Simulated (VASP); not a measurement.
Wanted: the native input for a VASP 6.6.1 run.

| Property | Result |
| --- | --- |
| Task | relaxation of cell and atoms |
| Functional | PBE |
| Potentials or basis | VASP PAW PBE potentials, release 64 (Al, Nb_sv, C_h) |
| Cutoff | 1300 eV |
| k mesh | 6 × 6 × 2 |
| Occupations | gaussian, width 0.1 eV |
| Spin | no spin polarisation |
| Dipole correction | no |
| Further INCAR settings | ALGO = Normal; EDIFF = 1e-07; IBRION = 2; EDIFFG = -0.04; NSW = 90; ISIF = 3 |

The structure of NbAl2C2 lies in POSCAR:

```
NbAl2C2
1.0
    3.2952544000      0.0000000000      0.0000000000
   -1.6476272000      2.8537740200      0.0000000000
    0.0000000000      0.0000000000      8.0633918300
Al Nb C
2 1 2
Direct
    0.6666666700      0.3333333300      0.7286395900
    0.6666666700      0.3333333300      0.2713604100
    0.0000000000      0.0000000000      0.0000000000
    0.0000000000      0.0000000000      0.5000000000
    0.3333333300      0.6666666700      0.5000000000
```

The cell was generated, and may not be a known phase.

These files were run (other wordings do the same):

INCAR

```
SYSTEM = NbAl2C2
PREC = Accurate
ENCUT = 1300
EDIFF = 1E-7
ISMEAR = 0
SIGMA = 0.1
LREAL = .False.
LASPH = .True.
NELM = 120
ALGO = Normal
ISIF = 3
LWAVE = .False.
LCHARG = .False.
GGA = PE
IBRION = 2
NSW = 90
EDIFFG = -0.04
GGA_COMPAT = .False.
NELMIN = 4
```

KPOINTS

```
Automatic mesh
0
Gamma
  6 6 2
  0 0 0
```

Potentials or basis: VASP PAW PBE potentials, release 64 (Al, Nb_sv, C_h).

The run is started by

```sh
$ cat potpaw_PBE.64/Al/POTCAR potpaw_PBE.64/Nb_sv/POTCAR potpaw_PBE.64/C_h/POTCAR > POTCAR
$ mpirun -np 1 vasp_std > vasp.out
```

It gave:

```
Relaxed volume                        : 14.91 Å³/atom
Relaxed cell                          : a = 2.638 Å, b = 2.638 Å, c = 12.373 Å, α = 90.00°, β = 90.00°, γ = 120.00°
Space group after relaxing (to 0.1 Å) : P-6m2 (No. 187)
Energy gained by relaxing             : 1044.6 meV/atom
Ionic steps                           : 37
Pressure after relaxing               : 0.0 GPa
Largest force after relaxing          : 0.035 eV/Å
Band gap on the k mesh                : zero (an odd number of electrons rules out a gap without spin polarisation)
```

Caveat: the k points lie up to 0.46 Å⁻¹ apart in the final cell, too coarse for converged energies and pressures of a metal; a cell axis changed by over 15 % at a fixed basis, so the end point is rough.

Wall time 26 min on 1 thread of Intel(R) Xeon(R) Platinum 8559C (Emerald Rapids), on a shared host, peak memory 0.53 GiB.
